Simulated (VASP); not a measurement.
Crystal: MgO.

```
CELL_PARAMETERS angstrom
0.00000 2.13515 2.13515
2.13515 0.00000 2.13515
2.13515 2.13515 0.00000
ATOMIC_POSITIONS crystal
Mg 0.00000 0.00000 0.00000
O 0.50000 0.50000 0.50000
```

* Program: VASP 6.6.1
* Task: relaxation of cell and atoms
* Functional: LDA
* Potentials or basis: VASP PAW LDA potentials, release 64 (Mg_sv, O)
* Cutoff: 840 eV
* k mesh: 8 × 8 × 8
* Occupations: gaussian, width 0.1 eV
* Spin: no spin polarisation

At the start: pressure -11.2 GPa; volume 9.73 Å³/atom.

Where does the relaxation end?

Over 3 steps the energy falls by 25.8 meV/atom and the volume is 9.04 Å³/atom (-7.2 %); space group Fm-3m (No. 225, to 0.1 Å) before and after.

The path:
```csv
step,energy change (eV),largest force (eV/Å),pressure (GPa),volume (Å³)
1,0.0000,0.0000,-11.15,19.47
2,-0.0449,0.0000,4.68,17.62
3,-0.0515,0.0000,0.04,18.07
```

Final structure:
```
CELL_PARAMETERS angstrom
0.00000 2.08296 2.08296
2.08296 0.00000 2.08296
2.08296 2.08296 0.00000
ATOMIC_POSITIONS crystal
Mg 0.00000 0.00000 0.00000
O 0.50000 0.50000 0.50000
```
